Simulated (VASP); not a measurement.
# FeO (Fm-3m) in VASP: notebook

Aim: see how the results for FeO move with the level of theory and the settings. Levels: BLYP+D4, BLYP, LDA. Tasks: single point.

All numbers are computed with VASP 6.6.1; they aren't measurements. Logs are shortened: lines on timing, memory, paths and dates and some standing lists are left out, and cuts for length are marked.

## (1) The cell of the first run

It takes space group Fm-3m (No. 225, cubic). Conventional cell: a = 4.282 Å, b = 4.282 Å, c = 4.282 Å, α = 90.00°, β = 90.00°, γ = 90.00°. Within 2.8 Å of Fe (site symmetry m-3m) lie 6 O at 2.14 Å. Within 2.8 Å of O (site symmetry m-3m) lie 6 Fe at 2.14 Å.

## (2) Single point, BLYP+D4, collinear spin, ferromagnetic start

File INCAR:

```
PREC = Accurate ; ENCUT = 700
EDIFF = 1E-6 ; ISMEAR = -1
SIGMA = 0.05 ; LREAL = False
LASPH = True ; NELM = 200
ALGO = Normal ; ISIF = 2
LWAVE = False ; LCHARG = True
ISPIN = 2 ; MAGMOM = 3 0
LORBIT = 11 ; LMAXMIX = 4
GGA = B5 ; ALDAX = 1.0
AGGAX = 1.0 ; AGGAC = 1.0
ALDAC = 0.0 ; IVDW = 13
VDW_S6 = 1.0 ; VDW_S8 = 2.34076671
VDW_A1 = 0.44488865 ; VDW_A2 = 4.0933009
LELF = True ; LVHAR = True
NBANDS = 22 ; GGA_COMPAT = False
```

File KPOINTS:

```
Automatic mesh
0
Gamma
  11 11 11
```

File POSCAR:

```
FeO
1.0
    0.0000000000      2.1409337923      2.1409337923
    2.1409337923      0.0000000000      2.1409337923
    2.1409337923      2.1409337923      0.0000000000
Fe O
1 1
Direct
    0.0000000000      0.0000000000      0.0000000000
    0.5000000000      0.5000000000      0.5000000000
```

Potentials or basis: VASP PAW PBE potentials, release 64 (Fe_sv, O).

Command:

```bash
cat potpaw_PBE.64/Fe_sv/POTCAR potpaw_PBE.64/O/POTCAR > POTCAR
mpirun -np 1 vasp_std > vasp.out
```

OUTCAR:

```text
PREC = Accurate
   ENCUT = 700
   EDIFF = 1E-6
   ISMEAR = -1
   LREAL = False
   LASPH = True
   NELM = 200
   ISIF = 2
   ISPIN = 2
   LORBIT = 11
   GGA = B5
   IVDW = 13

 ion  position               nearest neighbor table
   1  0.000  0.000  0.000-   2 2.14   2 2.14   2 2.14   2 2.14   2 2.14   2 2.14
   2  0.500  0.500  0.500-   1 2.14   1 2.14   1 2.14   1 2.14   1 2.14   1 2.14

  LATTYP: Found a face centered cubic cell.
 ALAT       =     4.2818675846

  Lattice vectors:

 A1 = (   0.0000000000,   2.1409337923,   2.1409337923)
 A2 = (   2.1409337923,   0.0000000000,   2.1409337923)
 A3 = (   2.1409337923,   2.1409337923,   0.0000000000)

Analysis of symmetry for initial positions (statically):
=====================================================================
 Subroutine PRICEL returns:
 Original cell was already a primitive cell.

 Routine SETGRP: Setting up the symmetry group for a
 face centered cubic supercell.

 Subroutine GETGRP returns: Found 48 space group operations
 (whereof 48 operations were pure point group operations)
 out of a pool of 48 trial point group operations.

The static configuration has the point symmetry O_h .

Analysis of symmetry for dynamics (positions and initial velocities):
=====================================================================
 Subroutine PRICEL returns:
 Original cell was already a primitive cell.

 Routine SETGRP: Setting up the symmetry group for a
 face centered cubic supercell.

 Subroutine GETGRP returns: Found 48 space group operations
 (whereof 48 operations were pure point group operations)
 out of a pool of 48 trial point group operations.

The dynamic configuration has the point symmetry O_h .

Analysis of structural, dynamic, and magnetic symmetry:
=====================================================================
 Subroutine PRICEL returns:
 Original cell was already a primitive cell.

 Routine SETGRP: Setting up the symmetry group for a
 face centered cubic supercell.

 Subroutine GETGRP returns: Found 48 space group operations
 (whereof 48 operations were pure point group operations)
 out of a pool of 48 trial point group operations.

The overall configuration has the point symmetry O_h .

 Subroutine INISYM returns: Found 48 space group operations
 (whereof 48 operations are pure point group operations),
 and found     1 'primitive' translations

----------------------------------------------------------------------------------------

                                     Primitive cell

  volume of cell :      19.6264

  direct lattice vectors                    reciprocal lattice vectors
     0.000000000  2.140933792  2.140933792    -0.233542953  0.233542953  0.233542953
     2.140933792  0.000000000  2.140933792     0.233542953 -0.233542953  0.233542953
     2.140933792  2.140933792  0.000000000     0.233542953  0.233542953 -0.233542953

  length of vectors
     3.027737605  3.027737605  3.027737605     0.404508260  0.404508260  0.404508260

  position of ions in fractional coordinates (direct lattice)
     0.000000000  0.000000000  0.000000000
     0.500000000  0.500000000  0.500000000

  ion indices of the primitive-cell ions
   primitive index   ion index
                 1           1
                 2           2

----------------------------------------------------------------------------------------

 KPOINTS: Automatic mesh

Automatic generation of k-mesh.
 Grid dimensions read from file:
 generate k-points for:   11   11   11

 Generating k-lattice:

  Cartesian coordinates                     Fractional coordinates (reciprocal lattice)
    -0.021231178  0.021231178  0.021231178     0.090909091  0.000000000  0.000000000
     0.021231178 -0.021231178  0.021231178     0.000000000  0.090909091  0.000000000
     0.021231178  0.021231178 -0.021231178     0.000000000  0.000000000  0.090909091

  Length of vectors
     0.036773478  0.036773478  0.036773478

  Shift w.r.t. Gamma in fractional coordinates (k-lattice)
     0.000000000  0.000000000  0.000000000

 Subroutine IBZKPT returns following result:
 ===========================================

 Found     56 irreducible k-points:

 Following reciprocal coordinates:
            Coordinates               Weight
  0.000000  0.000000  0.000000      1.000000
  0.090909  0.000000  0.000000      8.000000
  0.181818  0.000000  0.000000      8.000000
  0.272727  0.000000  0.000000      8.000000
  0.363636  0.000000  0.000000      8.000000
  0.454545  0.000000  0.000000      8.000000
[... 16 lines left out ...]
 -0.272727  0.181818  0.000000     24.000000
 -0.181818  0.181818  0.000000     12.000000
 [... further k-points ...]
   k-points           NKPTS =     56   k-points in BZ     NKDIM =     56   number of bands    NBANDS=     22
   number of dos      NEDOS =    301   number of ions     NIONS =      2
   total plane-waves  NPLWV =  21952
   dimension x,y,z NGX =    28 NGY =   28 NGZ =   28
   dimension x,y,z NGXF=    56 NGYF=   56 NGZF=   56
   ions per type =               1   1
   NGX,Y,Z   is equivalent  to a cutoff of  15.37, 15.37, 15.37 a.u.
   NGXF,Y,Z  is equivalent  to a cutoff of  30.75, 30.75, 30.75 a.u.
 SYSTEM =  unknown system
   PREC   = accura    normal or accurate (medium, high low for compatibility)
   ISTART =      0    job   : 0-new  1-cont  2-samecut
   ICHARG =      2    charge: 1-file 2-atom 10-const
   ISPIN  =      2    spin polarized calculation?
   LNONCOLLINEAR =      F non collinear calculations
   LSORBIT =      F    spin-orbit coupling
   LASPH  =      T    aspherical Exc in radial PAW
   ENCUT  =  700.0 eV  51.45 Ry    7.17 a.u.   6.53  6.53  6.53*2*pi/ulx,y,z
   NELM   =    200;   NELMIN=  2; NELMDL= -5     # of ELM steps
   EDIFF  = 0.1E-05   stopping-criterion for ELM
   LREAL  =      F    real-space projection
   EDIFFG = 0.1E-04   stopping-criterion for IOM
   NSW    =      0    number of steps for IOM
   IBRION =     -1    ionic relax: 0-MD 1-quasi-New 2-CG
   NFREE  =      0    steps in history (QN), initial steepest desc. (CG)
   ISIF   =      2    stress and relaxation
   ISYM   =      2    0-nonsym 1-usesym 2-fastsym
   POTIM  = 0.5000    time-step for ionic-motion
   TEBEG  =    0.0;   TEEND  =   0.0 temperature during run
   PSTRESS=    0.0 pullay stress
   NELECT =      22.0000    total number of electrons
   NUPDOWN=      -1.0000    fix difference up-down
   EMIN   =  10.00;   EMAX   =-10.00  energy-range for DOS
   EFERMI =   0.00;   METHOD = LEGACY
   ISMEAR =    -1;   SIGMA  =   0.05  broadening in eV -4-tet -1-fermi 0-gaus
   EFERMI_NEDOS =   21; number of points for ismear=-14 and -15
   IALGO  =     38    algorithm
   IMIX   =      4    mixing-type and parameters
     AMIX     =   0.40;   BMIX     =  1.00
     AMIX_MAG =   1.60;   BMIX_MAG =  1.00
  volume/ion in A,a.u.               =       9.81        66.22
  Fermi-wavevector in a.u.,A,eV,Ry     =   1.700601  3.213670 39.348655  2.892045
  Thomas-Fermi vector in A             =   2.780706
   LORBIT       =     11    0 simple, 1 ext, 2 COOP (PROOUT), +10 PAW based schemes
   GGA     = B5    functional components
   LHFCALC =     F    Hartree Fock is set to
   AEXX    =    0.0000 exact exchange contribution
   IVDW    =    13    specifies the selected vdW correction
   LEPSILON=     F    determine dielectric tensor
   LRPA    =     F    only Hartree local field effects (RPA)
 spin polarized calculation
  energy-cutoff  :      700.00
  volume of cell :       19.63
 maximum number of plane-waves:       869
 NGX is ok and might be reduce to    28
   NGX = 13   NGY = 13   NGZ = 13

 number of electron      22.0000004 magnetization       3.9988554

 Free energy of the ion-electron system (eV)
  ---------------------------------------------------
  ext. energy  EPLUGINS =         0.00000000
  ---------------------------------------------------
  free energy    TOTEN  =       -13.96185432 eV

  energy without entropy =      -13.94991950  energy(sigma->0) =      -13.95588691

 E-fermi :  10.3597     XC(G=0): -12.0759

 val. band max:       10.3342870012   @ k =  -0.2727   0.1818   0.0000
 cond. band min:      10.3606772470   @ k =  -0.2727   0.3636   0.0909
 fundamental gap:      0.0263902459
 Fermi energy:        10.3596548476

 spin component 1

 k-point     1 :       0.0000    0.0000    0.0000
  band No.  band energies     occupation
      1     -79.0228      1.00000
      2     -45.2643      1.00000
      3     -45.2643      1.00000
      4     -45.2643      1.00000
      5     -10.3826      1.00000
      6       6.4901      1.00000
[... 14 lines left out ...]
     21      31.4797      0.00000
     22      34.6584      0.00000
[... 552 lines left out ...]
  band No.  band energies     occupation
      1     -79.0187      1.00000
      2     -45.2956      1.00000
      3     -45.2775      1.00000
      4     -45.2677      1.00000
      5      -9.6683      1.00000
      6       3.1081      1.00000
[... 14 lines left out ...]
     21      37.2822      0.00000
     22      39.1131      0.00000

 [... further k-points ...]

 spin component 2

 k-point     1 :       0.0000    0.0000    0.0000
  band No.  band energies     occupation
      1     -74.9222      1.00000
      2     -41.2898      1.00000
      3     -41.2898      1.00000
      4     -41.2898      1.00000
      5      -9.8403      1.00000
      6       7.0702      1.00000
[... 14 lines left out ...]
     21      32.8394      0.00000
     22      35.7063      0.00000
[... 552 lines left out ...]
  band No.  band energies     occupation
      1     -74.9173      1.00000
      2     -41.3296      1.00000
      3     -41.3063      1.00000
      4     -41.2939      1.00000
      5      -9.1006      1.00000
      6       3.9416      1.00000
[... 14 lines left out ...]
     21      37.9226      0.00000
     22      39.8127      0.00000

 [... further k-points ...]

------------------------ aborting loop because EDIFF is reached ----------------------------------------

  DFT-D4 for vdW energy calculation

  Edisp (eV):   -1.29858

  FORCE on cell =-STRESS in cart. coord.  units (eV):
  Direction    XX          YY          ZZ          XY          YZ          ZX
  --------------------------------------------------------------------------------------
  -------------------------------------------------------------------------------------
  Total      15.04075    15.04075    15.04075     0.00000    -0.00000     0.00000
  in kB    1227.83598  1227.83598  1227.83598     0.00000    -0.00000     0.00000
  external pressure =     1227.84 kB  Pullay stress =        0.00 kB

 VOLUME and BASIS-vectors are now :
 -----------------------------------------------------------------------------
  energy-cutoff  :      700.00
  volume of cell :       19.63
      direct lattice vectors                 reciprocal lattice vectors
     0.000000000  2.140933792  2.140933792    -0.233542953  0.233542953  0.233542953
     2.140933792  0.000000000  2.140933792     0.233542953 -0.233542953  0.233542953
     2.140933792  2.140933792  0.000000000     0.233542953  0.233542953 -0.233542953

 POSITION                                       TOTAL-FORCE (eV/Angst)
 -----------------------------------------------------------------------------------
      0.00000      0.00000      0.00000        -0.000000     -0.000000     -0.000000
      2.14093      2.14093      2.14093         0.000000      0.000000      0.000000
 -----------------------------------------------------------------------------------
    total drift:                                0.000000      0.000000      0.000000

  FREE ENERGIE OF THE ION-ELECTRON SYSTEM (eV)
  ---------------------------------------------------
  free  energy   TOTEN  =       -15.2604323228 eV

  energy  without entropy=      -15.2484975010  energy(sigma->0) =      -15.25446491

 total charge

# of ion       s       p       d       tot
------------------------------------------
    1        2.104   5.996   5.550  13.650
    2        1.545   3.477   0.000   5.021
--------------------------------------------------
tot          3.648   9.473   5.550  18.671

 magnetization (x)

# of ion       s       p       d       tot
------------------------------------------
    1        0.014   0.010   3.436   3.459
    2        0.032   0.289   0.000   0.321
--------------------------------------------------
tot          0.045   0.299   3.436   3.780
```

It took 87 s on 1 thread of Intel Xeon Platinum 8259CL at 2.50GHz (Skylake/Cascade Lake), shared host; peak memory 0.21 GiB.

Results:

```
Free energy                                           : -15.2604 eV
Pressure                                              : 122.8 GPa
Band gap on the k mesh                                : zero (filled and empty bands overlap)
Net moment                                            : 4.00 μB per cell
Site moments                                          : Fe +3.46; O +0.32 μB
Valence electrons inside the program's atomic spheres : Fe 13.65; O 5.02
Dispersion energy per atom                            : -0.649 eV
```

Caveat: the cell stands under pressure; the PAW data sets were made with another functional, which shifts forces and pressure a little; a cell with one magnetic atom can't hold antiferromagnetic order, which such compounds often take; semilocal functionals often make such compounds metallic where correlation or magnetic order opens a gap, which also shifts bond lengths.

## (3) Single point, BLYP, collinear spin, ferromagnetic start

This run uses another cell than the first one, of 10.01 Å³/atom.

File INCAR:

```
PREC     = Accurate       # precision mode
ENCUT    = 1340           # plane-wave cutoff, eV
EDIFF    = 1E-6           # SCF threshold, eV
ISMEAR   = -1             # smearing method
SIGMA    = 0.05           # smearing width, eV
LREAL    = False          # projectors in reciprocal space
LASPH    = True           # aspherical terms in the spheres
NELM     = 200            # most SCF steps
ALGO     = Normal         # electronic algorithm
ISIF     = 2              # what is computed and relaxed
LWAVE    = False          # write WAVECAR
LCHARG   = False          # write CHGCAR
ISPIN    = 2              # spin polarisation
MAGMOM   = 3 0            # initial moments
LORBIT   = 11             # projections on sites
LMAXMIX  = 4              # l up to which the mixer works
GGA      = B5             # functional
ALDAX    = 1.0          
AGGAX    = 1.0          
AGGAC    = 1.0          
ALDAC    = 0.0          
NBANDS   = 22             # bands
GGA_COMPAT= False
```

KPOINTS is that of step 2.

File POSCAR:

```
FeO
1.0
    0.0000000000      2.1554000000      2.1554000000
    2.1554000000      0.0000000000      2.1554000000
    2.1554000000      2.1554000000      0.0000000000
Fe O
1 1
Direct
    0.0000000000      0.0000000000      0.0000000000
    0.5000000000      0.5000000000      0.5000000000
```

Potentials or basis: VASP PAW PBE potentials, release 64 (Fe_sv, O_h).

Command:

```bash
cat potpaw_PBE.64/Fe_sv/POTCAR potpaw_PBE.64/O_h/POTCAR > POTCAR
mpirun -np 1 vasp_std > vasp.out
```

It took 2.3 min on 1 thread of Intel Xeon Platinum 8488C (Sapphire Rapids), shared host; peak memory 0.34 GiB.

The run converged. Its results:

- Free energy: -13.9858 eV
- Pressure: 6.2 GPa
- Band gap on the k mesh: zero (filled and empty bands overlap)
- Net moment: 4.00 μB per cell
- Site moments: Fe +3.46; O +0.25 μB
- Valence electrons inside the program's atomic spheres: Fe 13.64; O 3.36

Levels at points of the mesh, in eV from the Fermi level:
Spin up:
```csv
k point,band 11,band 12,band 13,band 14,band 15,band 16
"(0.00, 0.00, 0.00)",-3.72,-3.50,-3.50,0.45,16.05,17.39
```
Spin down:
| k point | band 6 | band 7 | band 8 | band 9 | band 10 | band 11 | band 12 | band 13 |
| --- | --- | --- | --- | --- | --- | --- | --- | --- |
| (0.00, 0.00, 0.00) | -3.23 | -3.23 | -3.23 | -0.73 | -0.73 | -0.73 | 0.20 | 0.20 |

Caveat: the cell stands under pressure; the PAW data sets were made with another functional, which shifts forces and pressure a little; a cell with one magnetic atom can't hold antiferromagnetic order, which such compounds often take; semilocal functionals often make such compounds metallic where correlation or magnetic order opens a gap, which also shifts bond lengths.

## (4) Single point, LDA, collinear spin, ferromagnetic start

This run uses another cell than the first one, of 10.21 Å³/atom.

File INCAR:

```
SYSTEM = FeO
  PREC = Accurate
  ENCUT = 700
  EDIFF = 1E-6
  ISMEAR = -1
  SIGMA = 0.05
  LREAL = .FALSE.
  LASPH = .TRUE.
  NELM = 200
  ALGO = Normal
  ISIF = 2
  LWAVE = .FALSE.
  LCHARG = .TRUE.
  ISPIN = 2
  MAGMOM = 3 0
  LORBIT = 11
  LMAXMIX = 4
  LELF = .TRUE.
  LVHAR = .TRUE.
  NBANDS = 22
  GGA_COMPAT = .FALSE.
```

File KPOINTS:

```
Automatic mesh
0
G
  11 11 11
  0 0 0
```

File POSCAR:

```
FeO
1.0
    0.0000000000      2.1696745882      2.1696745882
    2.1696745882      0.0000000000      2.1696745882
    2.1696745882      2.1696745882      0.0000000000
Fe O
1 1
Direct
    0.0000000000      0.0000000000      0.0000000000
    0.5000000000      0.5000000000      0.5000000000
```

Potentials or basis: VASP PAW LDA potentials, release 64 (Fe_sv, O).

Command:

```bash
cat potpaw_LDA.64/Fe_sv/POTCAR potpaw_LDA.64/O/POTCAR > POTCAR
mpirun -np 1 vasp_std > vasp.out
```

It took 2 min on 1 thread of Intel Xeon Platinum 8259CL at 2.50GHz (Skylake/Cascade Lake), shared host; peak memory 0.18 GiB.

Results (log left out):

```
Free energy                                           : -16.4464 eV
Pressure                                              : -19.3 GPa
Band gap on the k mesh                                : zero (filled and empty bands overlap)
Net moment                                            : 4.00 μB per cell
Site moments                                          : Fe +3.43; O +0.31 μB
Valence electrons inside the program's atomic spheres : Fe 13.61; O 4.94
```

Levels at points of the mesh, in eV from the Fermi level:
Spin up:
```csv
k point,band 9,band 10,band 11,band 12,band 13,band 14,band 15,band 16,band 17,band 18
"(0.00, 0.00, 0.00)",-3.60,-3.60,-3.60,-3.35,-3.35,0.06,15.13,16.77,16.77,16.77
```
Spin down:
```csv
k point,band 5,band 6,band 7,band 8,band 9,band 10,band 11,band 12,band 13,band 14
"(0.00, 0.00, 0.00)",-19.70,-3.15,-3.15,-3.15,-0.72,-0.72,-0.72,0.00,0.00,0.82
```

Caveat: the cell stands under tension; a cell with one magnetic atom can't hold antiferromagnetic order, which such compounds often take; semilocal functionals often make such compounds metallic where correlation or magnetic order opens a gap, which also shifts bond lengths.

## (5) Overview

```csv
level,potentials or basis,cell,cutoff (eV),gap on the mesh (eV),pressure (GPa),moment (μB)
BLYP+D4,"VASP PAW PBE potentials, release 64 (Fe_sv, O)","a = 3.028 Å, angles 60.0°, 2 atoms",700,none,122.8,4.00
BLYP,"VASP PAW PBE potentials, release 64 (Fe_sv, O_h)","a = 3.048 Å, angles 60.0°, 2 atoms",1340,none,6.2,4.00
LDA,"VASP PAW LDA potentials, release 64 (Fe_sv, O)","a = 3.068 Å, angles 60.0°, 2 atoms",700,none,-19.3,4.00
```

Alike in all rows: task single point; spin collinear, ferromagnetic start; k mesh 11 × 11 × 11; smearing fermi-dirac 0.05 eV.

Caveats: a cell with one magnetic atom can't hold antiferromagnetic order, which such compounds often take; semilocal functionals often make such compounds metallic where correlation or magnetic order opens a gap, which also shifts bond lengths; the cell stands under pressure (at least some runs); the PAW data sets were made with another functional, which shifts forces and pressure a little (at least some runs); the cell stands under tension (at least some runs).

Absolute energies hang on the potentials; compare differences alone.

The gap in the log of VASP goes by the Fermi energy; the results here count the filled bands.